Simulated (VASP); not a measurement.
# Ag (P6_3/mmc) in VASP: further runs, part 2 of 2

VASP 6.6.1.

**3. Electric field gradients, LDA**

Input file INCAR:

```
SYSTEM = Ag
  PREC = Accurate
  ENCUT = 520
  EDIFF = 1E-8
  ISMEAR = -1
  SIGMA = 0.05
  LREAL = .FALSE.
  LASPH = .TRUE.
  NELM = 60
  ALGO = Normal
  ISIF = 2
  LWAVE = .FALSE.
  LCHARG = .FALSE.
  LEFG = .TRUE.
  NBANDS = 18
```

Input file KPOINTS:

```
regular mesh
0
G
  14 14 8
  0 0 0
```

Input file POSCAR:

```
Ag
1.0
    2.9299980804      0.0000000000      0.0000000000
   -1.4649990402      2.5374527707      0.0000000000
    0.0000000000      0.0000000000      4.7900000000
Ag
2
Direct
    0.3333333333      0.6666666667      0.2500000000
    0.6666666667      0.3333333333      0.7500000000
```

Potentials or basis: VASP PAW LDA potentials, release 64 (Ag).

On the command line:

```bash
$ cat potpaw_LDA.64/Ag/POTCAR > POTCAR
$ mpirun -np 1 vasp_std > vasp.out
```

OUTCAR:

```text
SYSTEM = Ag
   PREC = Accurate
   ENCUT = 520
   EDIFF = 1E-8
   ISMEAR = -1
   LREAL = .FALSE.
   LASPH = .TRUE.
   NELM = 60
   ISIF = 2

 ion  position               nearest neighbor table
   1  0.333  0.667  0.250-   2 2.93   2 2.93   2 2.93   2 2.93   2 2.93   2 2.93
   2  0.667  0.333  0.750-   1 2.93   1 2.93   1 2.93   1 2.93   1 2.93   1 2.93

  LATTYP: Found a hexagonal cell.
 ALAT       =     2.9299980804
 C/A-ratio  =     1.6348133577

  Lattice vectors:

 A1 = (   2.9299980804,   0.0000000000,   0.0000000000)
 A2 = (  -1.4649990402,   2.5374527707,   0.0000000000)
 A3 = (   0.0000000000,   0.0000000000,   4.7900000000)

Analysis of symmetry for initial positions (statically):
=====================================================================
 Subroutine PRICEL returns:
 Original cell was already a primitive cell.

 Routine SETGRP: Setting up the symmetry group for a
 hexagonal supercell.

 Subroutine GETGRP returns: Found 24 space group operations
 (whereof 12 operations were pure point group operations)
 out of a pool of 24 trial point group operations.

The static configuration has the point symmetry D_3d.
 The point group associated with its full space group is D_6h.

Analysis of symmetry for dynamics (positions and initial velocities):
=====================================================================
 Subroutine PRICEL returns:
 Original cell was already a primitive cell.

 Routine SETGRP: Setting up the symmetry group for a
 hexagonal supercell.

 Subroutine GETGRP returns: Found 24 space group operations
 (whereof 12 operations were pure point group operations)
 out of a pool of 24 trial point group operations.

The dynamic configuration has the point symmetry D_3d.
 The point group associated with its full space group is D_6h.

 Subroutine INISYM returns: Found 24 space group operations
 (whereof 12 operations are pure point group operations),
 and found     1 'primitive' translations

----------------------------------------------------------------------------------------

                                     Primitive cell

  volume of cell :      35.6124

  direct lattice vectors                    reciprocal lattice vectors
     2.929998080  0.000000000  0.000000000     0.341297152  0.197048003  0.000000000
    -1.464999040  2.537452771  0.000000000     0.000000000  0.394096005  0.000000000
     0.000000000  0.000000000  4.790000000     0.000000000  0.000000000  0.208768267

  length of vectors
     2.929998080  2.929998080  4.790000000     0.394096005  0.394096005  0.208768267

  position of ions in fractional coordinates (direct lattice)
     0.333333333  0.666666667  0.250000000
     0.666666667  0.333333333  0.750000000

  ion indices of the primitive-cell ions
   primitive index   ion index
                 1           1
                 2           2

----------------------------------------------------------------------------------------

 KPOINTS: regular mesh

Automatic generation of k-mesh.
 Grid dimensions read from file:
[... 68 lines left out ...]
   NSW    =      0    number of steps for IOM
   IBRION =     -1    ionic relax: 0-MD 1-quasi-New 2-CG
   NFREE  =      0    steps in history (QN), initial steepest desc. (CG)
   ISIF   =      2    stress and relaxation
   ISYM   =      2    0-nonsym 1-usesym 2-fastsym
   POTIM  = 0.5000    time-step for ionic-motion
   TEBEG  =    0.0;   TEEND  =   0.0 temperature during run
   PSTRESS=    0.0 pullay stress
   NELECT =      22.0000    total number of electrons
   NUPDOWN=      -1.0000    fix difference up-down
   EMIN   =  10.00;   EMAX   =-10.00  energy-range for DOS
   EFERMI =   0.00;   METHOD = LEGACY
   ISMEAR =    -1;   SIGMA  =   0.05  broadening in eV -4-tet -1-fermi 0-gaus
   EFERMI_NEDOS =   21; number of points for ismear=-14 and -15
   IALGO  =     38    algorithm
   IMIX   =      4    mixing-type and parameters
     AMIX     =   0.40;   BMIX     =  1.00
     AMIX_MAG =   1.60;   BMIX_MAG =  1.00
  volume/ion in A,a.u.               =      17.81       120.16
  Fermi-wavevector in a.u.,A,eV,Ry     =   1.394276  2.634800 26.449806  1.944006
  Thomas-Fermi vector in A             =   2.517841
   LORBIT       =      0    0 simple, 1 ext, 2 COOP (PROOUT), +10 PAW based schemes
   GGA     = CA    functional components
   LHFCALC =     F    Hartree Fock is set to
   AEXX    =    0.0000 exact exchange contribution
   IVDW    =     0    specifies the selected vdW correction
   LEPSILON=     F    determine dielectric tensor
   LRPA    =     F    only Hartree local field effects (RPA)
 non-spin polarized calculation
  energy-cutoff  :      520.00
  volume of cell :       35.61
 maximum number of plane-waves:       989
 NGX is ok and might be reduce to    24
   NGX = 11   NGY = 11   NGZ = 17

 number of electron      22.0000005 magnetization

 Free energy of the ion-electron system (eV)
  ---------------------------------------------------
  ext. energy  EPLUGINS =         0.00000000
  ---------------------------------------------------
  free energy    TOTEN  =        -7.42383572 eV

  energy without entropy =       -7.41989516  energy(sigma->0) =       -7.42186544

 E-fermi :   7.5096     XC(G=0): -12.3287

 val. band max:        7.4322645702   @ k =   0.0714   0.0714   0.1250
 cond. band min:       7.5180506235   @ k =   0.4286   0.0714   0.2500
 fundamental gap:      0.0857860533
 Fermi energy:         7.5096449024

 k-point     1 :       0.0000    0.0000    0.0000
  band No.  band energies     occupation
      1       0.0368      2.00000
      2       1.4211      2.00000
      3       2.9248      2.00000
      4       3.0239      2.00000
      5       3.0239      2.00000
      6       3.2456      2.00000
[... 481 lines left out ...]
      5       2.9101      2.00000
      6       3.0264      2.00000
[... 10 lines left out ...]
     17      17.8148      0.00000
     18      18.6906      0.00000

 [... further k-points ...]
[... 5 lines left out ...]
  --------------------------------------------------------------------------------------
  -------------------------------------------------------------------------------------
  Total       -2.2945817     -2.2945817     -2.3772111      0.0000000      0.0000000      0.0000000
  in kB     -103.2317512   -103.2317512   -106.9491926      0.0000000      0.0000000      0.0000000
  external PRESSURE =    -104.4708984 kB  Pullay stress =       0.0000000 kB

 VOLUME and BASIS-vectors are now :
 -----------------------------------------------------------------------------
  energy-cutoff  :      520.00
  volume of cell :       35.61
      direct lattice vectors                 reciprocal lattice vectors
     2.929998080  0.000000000  0.000000000     0.341297152  0.197048003  0.000000000
    -1.464999040  2.537452771  0.000000000     0.000000000  0.394096005  0.000000000
     0.000000000  0.000000000  4.790000000     0.000000000  0.000000000  0.208768267

 POSITION                                       TOTAL-FORCE (eV/Angst)
 -----------------------------------------------------------------------------------
     -0.00000      1.69164      1.19750         0.000000      0.000000      0.000000
      1.46500      0.84582      3.59250        -0.000000     -0.000000      0.000000
 -----------------------------------------------------------------------------------
    total drift:                               -0.000000      0.000000     -0.000000

  FREE ENERGIE OF THE ION-ELECTRON SYSTEM (eV)
  ---------------------------------------------------
  free  energy   TOTEN  =        -7.4238357199 eV

  energy  without entropy=       -7.4198951641  energy(sigma->0) =       -7.42186544

 Electric field gradients (V/A^2)
---------------------------------------------------------------------
 ion       V_xx      V_yy      V_zz      V_xy      V_xz      V_yz
---------------------------------------------------------------------
   1      -1.978    -1.979     3.957    -0.001     0.000    -0.000
   2      -1.978    -1.979     3.957    -0.001    -0.000     0.000
---------------------------------------------------------------------

 Electric field gradients after diagonalization (V/A^2)
 (convention: |V_zz| > |V_xx| > |V_yy|)
----------------------------------------------------------------------
 ion       V_xx      V_yy      V_zz     asymmetry (V_yy - V_xx)/ V_zz
----------------------------------------------------------------------
   1      -1.980    -1.978     3.957       0.000
   2      -1.980    -1.978     3.957       0.000
----------------------------------------------------------------------

           NMR quadrupolar parameters

 Cq : quadrupolar parameter    Cq=e*Q*V_zz/h
 eta: asymmetry parameters     (V_yy - V_xx)/ V_zz
 Q  : nuclear electric quadrupole moment in mb (millibarn)
----------------------------------------------------------------------
 ion       Cq(MHz)       eta       Q (mb)
----------------------------------------------------------------------
   1       0.010       0.000       1.000
   2       0.010       0.000       1.000
----------------------------------------------------------------------
```

It took 24 s on 1 thread of Intel Xeon Platinum 8488C (Sapphire Rapids), shared host; peak memory 0.18 GiB.

Results:

| Item | Value |
| --- | --- |
| Free energy | -7.4238 eV |
| Pressure | -10.4 GPa |
| Band gap on the k mesh | zero (band 11 reaches 11.11 eV, above the bottom of band 12 at 4.23 eV) |

Electric field gradients, principal values (V/Å²):
```tsv
atom	least	middle	greatest (by size)
1 Ag	-1.978	-1.980	3.957
2 Ag	-1.978	-1.980	3.957
```

Caveat: without QUAD_EFG the Cq values of the log hold for a quadrupole moment of 1 mb, not for the nuclei.

**4. Density of states, LDA**

POSCAR is that of step 3.

Input file INCAR.step1:

```
SYSTEM = Ag
PREC     = Accurate       ! precision mode
ENCUT    = 520            ! plane-wave cutoff, eV
EDIFF    = 1E-6           ! SCF threshold, eV
ISMEAR   = -1             ! smearing method
SIGMA    = 0.05           ! smearing width, eV
LREAL    = .FALSE.        ! projectors in reciprocal space
LASPH    = .TRUE.         ! aspherical terms in the spheres
NELM     = 100            ! most SCF steps
ALGO     = Normal         ! electronic algorithm
ISIF     = 2              ! what is computed and relaxed
LWAVE    = .FALSE.        ! write WAVECAR
LCHARG   = .TRUE.         ! write CHGCAR
LMAXMIX  = 4              ! l up to which the mixer works
NBANDS   = 18             ! bands
```

Input file KPOINTS.step1:

```
regular mesh
0
G
  14 14 8
  0 0 0
```

Input file INCAR.step2:

```
SYSTEM = Ag
PREC     = Accurate       ! precision mode
ENCUT    = 520            ! plane-wave cutoff, eV
EDIFF    = 1E-6           ! SCF threshold, eV
ISMEAR   = -5             ! smearing method
SIGMA    = 0.05           ! smearing width, eV
LREAL    = .FALSE.        ! projectors in reciprocal space
LASPH    = .TRUE.         ! aspherical terms in the spheres
NELM     = 100            ! most SCF steps
ALGO     = Normal         ! electronic algorithm
ISIF     = 2              ! what is computed and relaxed
LWAVE    = .FALSE.        ! write WAVECAR
LCHARG   = .FALSE.        ! write CHGCAR
LMAXMIX  = 4              ! l up to which the mixer works
LORBIT   = 10             ! projections on sites
NEDOS    = 1001           ! points of the DOS
ICHARG   = 11             ! starting density
```

Input file KPOINTS.step2:

```
regular mesh
0
G
  21 21 12
  0 0 0
```

Potentials or basis: VASP PAW LDA potentials, release 64 (Ag).

On the command line:

```bash
$ cat potpaw_LDA.64/Ag/POTCAR > POTCAR
$ cp INCAR.step1 INCAR
$ cp KPOINTS.step1 KPOINTS
$ mpirun -np 1 vasp_std > vasp.out
$ cp INCAR.step2 INCAR
$ cp KPOINTS.step2 KPOINTS
$ mpirun -np 1 vasp_std > vasp.out
```

OUTCAR:

```text
SYSTEM = Ag
   PREC = Accurate
   ENCUT = 520
   EDIFF = 1E-6
   ISMEAR = -5
   LREAL = .FALSE.
   LASPH = .TRUE.
   NELM = 100
   ISIF = 2
   LORBIT = 10
   ICHARG = 11

 ion  position               nearest neighbor table
   1  0.333  0.667  0.250-   2 2.93   2 2.93   2 2.93   2 2.93   2 2.93   2 2.93
   2  0.667  0.333  0.750-   1 2.93   1 2.93   1 2.93   1 2.93   1 2.93   1 2.93

  LATTYP: Found a hexagonal cell.
 ALAT       =     2.9299980804
 C/A-ratio  =     1.6348133577

  Lattice vectors:

 A1 = (   2.9299980804,   0.0000000000,   0.0000000000)
 A2 = (  -1.4649990402,   2.5374527707,   0.0000000000)
 A3 = (   0.0000000000,   0.0000000000,   4.7900000000)

Analysis of symmetry for initial positions (statically):
=====================================================================
 Subroutine PRICEL returns:
 Original cell was already a primitive cell.

 Routine SETGRP: Setting up the symmetry group for a
 hexagonal supercell.

 Subroutine GETGRP returns: Found 24 space group operations
 (whereof 12 operations were pure point group operations)
 out of a pool of 24 trial point group operations.

The static configuration has the point symmetry D_3d.
 The point group associated with its full space group is D_6h.

Analysis of symmetry for dynamics (positions and initial velocities):
=====================================================================
 Subroutine PRICEL returns:
 Original cell was already a primitive cell.

 Routine SETGRP: Setting up the symmetry group for a
 hexagonal supercell.

 Subroutine GETGRP returns: Found 24 space group operations
 (whereof 12 operations were pure point group operations)
 out of a pool of 24 trial point group operations.

The dynamic configuration has the point symmetry D_3d.
 The point group associated with its full space group is D_6h.

 Subroutine INISYM returns: Found 24 space group operations
 (whereof 12 operations are pure point group operations),
 and found     1 'primitive' translations

----------------------------------------------------------------------------------------

                                     Primitive cell
[... 135 lines left out ...]
  ext. energy  EPLUGINS =         0.00000000
  ---------------------------------------------------
  free energy    TOTEN  =        -7.42339966 eV

  energy without entropy =       -7.42339966  energy(sigma->0) =       -7.42339966

 E-fermi :   7.5706     XC(G=0): -12.3287

 val. band max:        7.6207052277   @ k =   0.4286  -0.0000   0.5000
 cond. band min:       7.5739793076   @ k =   0.3810   0.1429   0.0000
 fundamental gap:     -0.0467259201
 Fermi energy:         7.5706264372

 k-point     1 :       0.0000    0.0000    0.0000
  band No.  band energies     occupation
      1       0.0368      2.00000
      2       1.4211      2.00000
      3       2.9248      2.00000
      4       3.0239      2.00000
      5       3.0239      2.00000
      6       3.2456      2.00000
      7       3.2456      2.00000
      8       3.5777      2.00000
      9       3.5777      2.00000
     10       4.5307      2.00000
     11       4.5307      2.00000
     12       7.2274      2.00000
     13      10.8601      0.00000
     14      23.1189      0.00000
[... 401 lines left out ...]
      2       1.9898      2.00000
      3       2.5716      2.00000
      4       2.6750      2.00000
      5       3.0856      2.00000
      6       3.1246      2.00000
      7       3.5629      2.00000
      8       3.6189      2.00000
      9       3.8713      2.00000
     10       4.1794      2.00000
     11       4.6239      2.00000
     12      10.4381      0.00000
     13      11.4114      0.00000
     14      17.0581      0.00000
     15      18.9881      0.00000

 [... further k-points ...]

------------------------ aborting loop because EDIFF is reached ----------------------------------------

  FORCE on cell =-STRESS in cart. coord.  units (eV):
  Direction    XX          YY          ZZ          XY          YZ          ZX
  --------------------------------------------------------------------------------------
  -------------------------------------------------------------------------------------
  Total       -2.4830080     -2.4830080     -2.4863841      0.0000000     -0.0000000      0.0000000
  in kB     -111.7089282   -111.7089282   -111.8608186      0.0000000     -0.0000000      0.0000000
  external PRESSURE =    -111.7595583 kB  Pullay stress =       0.0000000 kB

 VOLUME and BASIS-vectors are now :
 -----------------------------------------------------------------------------
  energy-cutoff  :      520.00
  volume of cell :       35.61
      direct lattice vectors                 reciprocal lattice vectors
     2.929998080  0.000000000  0.000000000     0.341297152  0.197048003  0.000000000
    -1.464999040  2.537452771  0.000000000     0.000000000  0.394096005  0.000000000
     0.000000000  0.000000000  4.790000000     0.000000000  0.000000000  0.208768267

 POSITION                                       TOTAL-FORCE (eV/Angst)
 -----------------------------------------------------------------------------------
     -0.00000      1.69164      1.19750        -0.000000      0.000000      0.000000
      1.46500      0.84582      3.59250         0.000000     -0.000000      0.000000
 -----------------------------------------------------------------------------------
    total drift:                               -0.000000      0.000000     -0.000000

  FREE ENERGIE OF THE ION-ELECTRON SYSTEM (eV)
  ---------------------------------------------------
  free  energy   TOTEN  =        -7.4233996647 eV

  energy  without entropy=       -7.4233996647  energy(sigma->0) =       -7.42339966

 total charge

# of ion       s       p       d       tot
------------------------------------------
    1        0.412   0.275   9.143   9.830
    2        0.412   0.275   9.143   9.830
--------------------------------------------------
tot          0.825   0.551  18.286  19.661
```

OUTCAR.step1:

```text
SYSTEM = Ag
   PREC = Accurate
   ENCUT = 520
   EDIFF = 1E-6
   ISMEAR = -1
   LREAL = .FALSE.
[... 728 lines left out ...]
     -0.00000      1.69164      1.19750         0.000000     -0.000000      0.000000
      1.46500      0.84582      3.59250        -0.000000      0.000000      0.000000
 -----------------------------------------------------------------------------------
    total drift:                               -0.000000      0.000000     -0.000000

  FREE ENERGIE OF THE ION-ELECTRON SYSTEM (eV)
  ---------------------------------------------------
  free  energy   TOTEN  =        -7.4238356619 eV

  energy  without entropy=       -7.4198951603  energy(sigma->0) =       -7.42186541
```

OSZICAR.step1:

```text
N       E                     dE             d eps       ncg     rms          rms(c)
DAV:   1     0.123403479247E+03    0.12340E+03   -0.11646E+04  4328   0.121E+03
DAV:   2    -0.594566237935E+01   -0.12935E+03   -0.12265E+03  4466   0.266E+02
DAV:   3    -0.800549285313E+01   -0.20598E+01   -0.20533E+01  5108   0.378E+01
DAV:   4    -0.801158394015E+01   -0.60911E-02   -0.60906E-02  4734   0.203E+00
DAV:   5    -0.801163517432E+01   -0.51234E-04   -0.51234E-04  4780   0.199E-01    0.694E+00
DAV:   6    -0.744834534419E+01    0.56329E+00   -0.14718E+00  4474   0.128E+01    0.449E+00
DAV:   7    -0.743180174380E+01    0.16544E-01   -0.11941E-02  4664   0.985E-01    0.254E+00
DAV:   8    -0.742381880344E+01    0.79829E-02   -0.87979E-04  4530   0.289E-01    0.702E-02
DAV:   9    -0.742383593208E+01   -0.17129E-04   -0.20464E-05  5026   0.318E-02    0.167E-02
DAV:  10    -0.742383566190E+01    0.27018E-06   -0.21664E-06  3964   0.145E-02
   1 F= -.74238357E+01 E0= -.74218654E+01  d E =-.394050E-02
```

Wall time 50 s (1 thread of Intel Xeon Platinum 8488C (Sapphire Rapids), shared host); peak memory 0.26 GiB.

What came out:

| Property | Result |
| --- | --- |
| Valence electrons inside the program's atomic spheres | Ag 9.83 |

Levels at points of the mesh, in eV from the Fermi level:
```csv
k point,band 7,band 8,band 9,band 10,band 11,band 12,band 13,band 14,band 15
"(0.00, 0.00, 0.00)",-4.33,-3.99,-3.99,-3.04,-3.04,-0.34,3.29,15.55,17.43
"(0.00, 0.00, 0.50)",-4.40,-4.40,-3.34,-3.34,-3.34,-3.34,10.75,10.75,15.86
```

Caveat: tetrahedron occupations give inexact forces and stress in metals.
